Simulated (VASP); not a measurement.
# Ta3N5 (Cmcm) in VASP: single point with PBEsol

Aim: the single point of Ta3N5 with PBEsol.

Everything below comes from runs of VASP 6.6.1. Logs are shortened: lines on timing, memory, paths and dates and some standing lists are left out, and cuts for length are marked.

### Step 1. The cell of the first run

Symmetry: Cmcm, No. 63, orthorhombic system. Conventional cell: a = 3.878 Å, b = 10.215 Å, c = 10.237 Å, α = 90.00°, β = 90.00°, γ = 90.00°. Within 2.7 Å of Ta (site symmetry m2m) lie 6 N at 2.04 to 2.13 Å. Within 2.6 Å of Ta (site symmetry m) lie 6 N at 1.95 to 2.24 Å. Within 2.7 Å of N (site symmetry m2m) lie 4 Ta at 2.05 to 2.21 Å and 4 N at 2.69 Å. N (site symmetry m) has 3 Ta at 1.95 to 2.04 Å and 3 N at 2.64 to 2.72 Å within 2.8 Å. N (site symmetry m) has 4 Ta at 2.03 to 2.24 Å and 5 N at 2.69 to 2.73 Å within 2.8 Å.

### Step 2. Single point, PBEsol

INCAR reads:

```
PREC = Accurate ; ENCUT = 520
EDIFF = 1E-6 ; ISMEAR = 0
SIGMA = 0.01 ; LREAL = Auto
LASPH = True ; NELM = 60
ALGO = Normal ; ISIF = 2
LWAVE = False ; LCHARG = False
GGA = PS ; NBANDS = 72
```

KPOINTS reads:

```
regular mesh
0
Gamma
  8 8 4
```

POSCAR reads:

```
Ta3N5
1.0
    1.9389053450     -5.1077448074      0.0000000000
    1.9389053450      5.1077448074      0.0000000000
    0.0000000000      0.0000000000     10.2371120485
Ta N
6 10
Direct
    0.8012116079      0.1987883921      0.2500000000
    0.1987883921      0.8012116079      0.7500000000
    0.8662958558      0.1337041442      0.5592912407
    0.1337041442      0.8662958558      0.0592912407
    0.1337041442      0.8662958558      0.4407087593
    0.8662958558      0.1337041442      0.9407087593
    0.2358282075      0.7641717925      0.2500000000
    0.7641717925      0.2358282075      0.7500000000
    0.9530009785      0.0469990215      0.1199322618
    0.0469990215      0.9530009785      0.6199322618
    0.0469990215      0.9530009785      0.8800677382
    0.9530009785      0.0469990215      0.3800677382
    0.6913043665      0.3086956335      0.0732926880
    0.3086956335      0.6913043665      0.5732926880
    0.3086956335      0.6913043665      0.9267073120
    0.6913043665      0.3086956335      0.4267073120
```

Potentials or basis: VASP PAW PBE potentials, release 64 (Ta_pv, N).

Command:

```bash
$ cat potpaw_PBE.64/Ta_pv/POTCAR potpaw_PBE.64/N/POTCAR > POTCAR
$ mpirun -np 1 vasp_std > vasp.out
```

OUTCAR:

```text
PREC = Accurate
   ENCUT = 520
   EDIFF = 1E-6
   ISMEAR = 0
   LREAL = Auto
   LASPH = True
   NELM = 60
   ISIF = 2
   GGA = PS

 ion  position               nearest neighbor table
   1  0.801  0.199  0.250-   9 2.04  12 2.04   7 2.05   7 2.05  16 2.13  13 2.13   6 3.24   3 3.24
                             4 3.24   4 3.24   5 3.24   5 3.24
   2  0.199  0.801  0.750-  10 2.04  11 2.04   8 2.05   8 2.05  15 2.13  14 2.13   5 3.24   4 3.24
                             3 3.24   3 3.24   6 3.24   6 3.24
   3  0.866  0.134  0.559-  10 1.95  14 2.03  14 2.03  12 2.04   8 2.21  16 2.24   5 2.99   1 3.24
                             2 3.24   2 3.24   5 3.30   5 3.30
   4  0.134  0.866  0.059-   9 1.95  13 2.03  13 2.03  11 2.04   7 2.21  15 2.24   6 2.99   2 3.24
                             1 3.24   1 3.24   6 3.30   6 3.30
   5  0.134  0.866  0.441-  12 1.95  16 2.03  16 2.03  10 2.04   7 2.21  14 2.24   3 2.99   2 3.24
                             1 3.24   1 3.24   3 3.30   3 3.30
   6  0.866  0.134  0.941-  11 1.95  15 2.03  15 2.03   9 2.04   8 2.21  13 2.24   4 2.99   1 3.24
                             2 3.24   2 3.24   4 3.30   4 3.30
   7  0.236  0.764  0.250-   1 2.05   1 2.05   5 2.21   4 2.21
   8  0.764  0.236  0.750-   2 2.05   2 2.05   6 2.21   3 2.21
   9  0.953  0.047  0.120-   4 1.95   6 2.04   1 2.04
  10  0.047  0.953  0.620-   3 1.95   5 2.04   2 2.04
  11  0.047  0.953  0.880-   6 1.95   4 2.04   2 2.04
  12  0.953  0.047  0.380-   5 1.95   3 2.04   1 2.04
  13  0.691  0.309  0.073-   4 2.03   4 2.03   1 2.13   6 2.24
  14  0.309  0.691  0.573-   3 2.03   3 2.03   2 2.13   5 2.24
  15  0.309  0.691  0.927-   6 2.03   6 2.03   2 2.13   4 2.24
  16  0.691  0.309  0.427-   5 2.03   5 2.03   1 2.13   3 2.24

  LATTYP: Found a base centered orthorhombic cell.
 ALAT       =     3.8778106900
 B/A-ratio  =     2.6343445907
 C/A-ratio  =     2.6399205291

  Lattice vectors:

 A1 = (   1.9389053450,  -5.1077448074,   0.0000000000)
 A2 = (   1.9389053450,   5.1077448074,   0.0000000000)
 A3 = (   0.0000000000,   0.0000000000,  10.2371120485)

Analysis of symmetry for initial positions (statically):
=====================================================================
 Subroutine PRICEL returns:
 Original cell was already a primitive cell.

 Routine SETGRP: Setting up the symmetry group for a
 base centered orthorhombic supercell.

 Subroutine GETGRP returns: Found  8 space group operations
 (whereof  4 operations were pure point group operations)
 out of a pool of  8 trial point group operations.

The static configuration has the point symmetry C_2h.
 The point group associated with its full space group is D_2h.

Analysis of symmetry for dynamics (positions and initial velocities):
=====================================================================
 Subroutine PRICEL returns:
[... 151 lines left out ...]
   EMIN   =  10.00;   EMAX   =-10.00  energy-range for DOS
   EFERMI =   0.00;   METHOD = LEGACY
   ISMEAR =     0;   SIGMA  =   0.01  broadening in eV -4-tet -1-fermi 0-gaus
   EFERMI_NEDOS =   21; number of points for ismear=-14 and -15
   IALGO  =     38    algorithm
   IMIX   =      4    mixing-type and parameters
     AMIX     =   0.40;   BMIX     =  1.00
     AMIX_MAG =   1.60;   BMIX_MAG =  1.00
  volume/ion in A,a.u.               =      12.67        85.52
  Fermi-wavevector in a.u.,A,eV,Ry     =   1.359032  2.568198 25.129532  1.846968
  Thomas-Fermi vector in A             =   2.485815
   LORBIT       =      0    0 simple, 1 ext, 2 COOP (PROOUT), +10 PAW based schemes
   GGA     = PS    functional components
   LHFCALC =     F    Hartree Fock is set to
   AEXX    =    0.0000 exact exchange contribution
   IVDW    =     0    specifies the selected vdW correction
   LEPSILON=     F    determine dielectric tensor
   LRPA    =     F    only Hartree local field effects (RPA)
 non-spin polarized calculation
 Gauss-broadening in eV      SIGMA  =   0.01
  energy-cutoff  :      520.00
  volume of cell :      202.77
 maximum number of plane-waves:      5484
 NGX is ok and might be reduce to    42
   NGX = 21   NGY = 21   NGZ = 39

 number of electron     115.9999992 magnetization

 Free energy of the ion-electron system (eV)
  ---------------------------------------------------
  ext. energy  EPLUGINS =         0.00000000
  ---------------------------------------------------
  free energy    TOTEN  =      -179.42956021 eV

  energy without entropy =     -179.42956021  energy(sigma->0) =     -179.42956021

 E-fermi :   4.0093     XC(G=0): -11.4642

 val. band max:        3.8736014478   @ k =   0.1250   0.1250   0.0000
 cond. band min:       5.0034988131   @ k =   0.5000   0.5000   0.0000
 fundamental gap:      1.1298973654
 Fermi energy:         4.0093238495

 k-point     1 :       0.0000    0.0000    0.0000
  band No.  band energies     occupation
      1     -30.9915      2.00000
      2     -30.9751      2.00000
      3     -30.9437      2.00000
      4     -30.8239      2.00000
      5     -30.8130      2.00000
      6     -30.8105      2.00000
[... 1741 lines left out ...]
     69       7.5784      0.00000
     70       7.6124      0.00000

 [... further k-points ...]

 [bands above 70 left out]

------------------------ aborting loop because EDIFF is reached ----------------------------------------

  FORCE on cell =-STRESS in cart. coord.  units (eV):
  Direction    XX          YY          ZZ          XY          YZ          ZX
  --------------------------------------------------------------------------------------
  -------------------------------------------------------------------------------------
  Total        1.0318936      1.1809218      0.9725795      0.0000000     -0.0000000      0.0000000
  in kB        8.1536534      9.3312206      7.6849745      0.0000000     -0.0000000      0.0000000
  external PRESSURE =       8.3899495 kB  Pullay stress =       0.0000000 kB

 VOLUME and BASIS-vectors are now :
 -----------------------------------------------------------------------------
  energy-cutoff  :      520.00
  volume of cell :      202.77
      direct lattice vectors                 reciprocal lattice vectors
     1.938905345 -5.107744807  0.000000000     0.257877467 -0.097890560  0.000000000
     1.938905345  5.107744807  0.000000000     0.257877467  0.097890560  0.000000000
     0.000000000  0.000000000 10.237112049     0.000000000  0.000000000  0.097683799

 POSITION                                       TOTAL-FORCE (eV/Angst)
 -----------------------------------------------------------------------------------
      1.93891     -3.07702      2.55928         0.000000      0.010529     -0.000000
      1.93891      3.07702      7.67783         0.000000     -0.010529     -0.000000
      1.93891     -3.74189      5.72553         0.000000      0.039374      0.007399
      1.93891      3.74189      0.60697         0.000000     -0.039374      0.007399
      1.93891      3.74189      4.51158         0.000000     -0.039374     -0.007399
      1.93891     -3.74189      9.63014         0.000000      0.039374     -0.007399
[... 8 lines left out ...]
      1.93891      1.95427      9.48681         0.000000     -0.015562      0.007043
      1.93891     -1.95427      4.36825         0.000000      0.015562      0.007043
 -----------------------------------------------------------------------------------
    total drift:                                0.000000     -0.000000     -0.000000

  FREE ENERGIE OF THE ION-ELECTRON SYSTEM (eV)
  ---------------------------------------------------
  free  energy   TOTEN  =      -179.4295602112 eV

  energy  without entropy=     -179.4295602112  energy(sigma->0) =     -179.42956021
```

OSZICAR:

```text
N       E                     dE             d eps       ncg     rms          rms(c)
DAV:   1     0.110882717242E+04    0.11088E+04   -0.63541E+04  9072   0.163E+03
DAV:   2    -0.120161686869E+03   -0.12290E+04   -0.11847E+04 10632   0.473E+02
DAV:   3    -0.212641413768E+03   -0.92480E+02   -0.91561E+02 10552   0.124E+02
DAV:   4    -0.215095518112E+03   -0.24541E+01   -0.24411E+01 11080   0.207E+01
DAV:   5    -0.215162320574E+03   -0.66802E-01   -0.66699E-01 10752   0.308E+00    0.749E+01
DAV:   6    -0.180420946387E+03    0.34741E+02   -0.21529E+02 11472   0.508E+01    0.281E+01
DAV:   7    -0.179670431401E+03    0.75051E+00   -0.11947E+01 10816   0.128E+01    0.164E+01
DAV:   8    -0.179440898603E+03    0.22953E+00   -0.79915E-01 11264   0.450E+00    0.141E+00
DAV:   9    -0.179427734270E+03    0.13164E-01   -0.11829E-01 11880   0.143E+00    0.590E-01
DAV:  10    -0.179428832155E+03   -0.10979E-02   -0.15744E-02 10592   0.539E-01    0.304E-01
DAV:  11    -0.179429332482E+03   -0.50033E-03   -0.25669E-03 10648   0.215E-01    0.119E-01
DAV:  12    -0.179429529636E+03   -0.19715E-03   -0.42977E-04 11144   0.975E-02    0.312E-02
DAV:  13    -0.179429545624E+03   -0.15988E-04   -0.91906E-05 11528   0.435E-02    0.219E-02
DAV:  14    -0.179429559367E+03   -0.13743E-04   -0.29137E-05  9824   0.203E-02    0.637E-03
DAV:  15    -0.179429560211E+03   -0.84418E-06   -0.23727E-06  7752   0.796E-03
   1 F= -.17942956E+03 E0= -.17942956E+03  d E =-.441260E-84
```

Wall time 62 min (1 thread of Oxide Virtual Turin-like, shared host); peak memory 0.69 GiB.

What came out:

```yaml
Free_energy: -179.4296 eV
Pressure: 0.8 GPa
Largest_force: 0.057 eV/Å
Band_gap_on_the_k_mesh: 1.13 eV (least direct gap 1.39 eV)
```

Forces on the atoms (eV/Å):
```
Ta   0.000  0.011  0.000
Ta   0.000 -0.011  0.000
Ta   0.000  0.039  0.007
Ta   0.000 -0.039  0.007
Ta   0.000 -0.039 -0.007
Ta   0.000  0.039 -0.007
N    0.000  0.004  0.000
N    0.000 -0.004  0.000
N    0.000  0.022  0.053
N    0.000 -0.022  0.053
N    0.000 -0.022 -0.053
N    0.000  0.022 -0.053
N    0.000  0.016 -0.007
N    0.000 -0.016 -0.007
N    0.000 -0.016  0.007
N    0.000  0.016  0.007
```

Levels at points of the mesh, in eV from the valence-band top:
```csv
k point,band 56,band 57,band 58,band 59,band 60,band 61
"(0.00, 0.00, 0.00)",-0.56,-0.32,-0.05,1.37,1.65,2.04
"(0.50, 0.00, 0.00)",-1.10,-0.62,-0.44,1.68,1.72,2.60
"(0.50, 0.50, 0.00)",-0.99,-0.83,-0.35,1.13,1.84,2.24
"(0.00, 0.00, 0.50)",-0.77,-0.58,-0.58,1.54,1.54,2.44
"(0.50, 0.00, 0.50)",-0.81,-0.58,-0.58,1.88,1.88,2.66
"(0.50, 0.50, 0.50)",-1.25,-0.63,-0.63,1.53,1.53,2.62
```

Caveat: the PAW data sets were made with another functional, which shifts forces and pressure a little; spin-orbit coupling is left out, which moves the levels of the heavy elements. A k mesh can miss the band edges.
